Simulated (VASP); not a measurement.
The system is SnSe.

```
Sn Se
1.0
     0.00000    3.01000    3.01000
     3.01000    0.00000    3.01000
     3.01000    3.01000    0.00000
Sn Se
1 1
Direct
  0.00000 0.00000 0.00000
  0.50000 0.50000 0.50000
```

| Property | Result |
| --- | --- |
| Program | VASP 6.6.1 |
| Task | relaxation of volume and atoms at fixed shape |
| Functional | PBEsol |
| Potentials or basis | VASP PAW PBE potentials, release 64 (Sn_d, Se) |
| Cutoff | 500 eV |
| k mesh | 6 × 6 × 6 |
| Occupations | gaussian, width 0.01 eV |
| Spin | no spin polarisation |

At the start: pressure -2.2 GPa; volume 27.27 Å³/atom.

How do energy, volume and symmetry change on relaxing?

Over 3 steps the energy falls by 8.4 meV/atom and the volume is 26.12 Å³/atom (-4.2 %); space group Fm-3m (No. 225, to 0.05 Å).

Step by step:
```
step  energy change (eV)  largest force (eV/Å)  pressure (GPa)  volume (Å³)
   1              0.0000                0.0000           -2.25        54.54
   2             -0.0153                0.0000            0.74        51.58
   3             -0.0168                0.0000            0.00        52.23
```

Final structure:
```
CELL_PARAMETERS angstrom
0.00000 2.96691 2.96691
2.96691 0.00000 2.96691
2.96691 2.96691 0.00000
ATOMIC_POSITIONS crystal
Sn 0.00000 0.00000 0.00000
Se 0.50000 0.50000 0.50000
```

Caveat: the PAW data sets were made with another functional, which shifts forces and pressure a little.
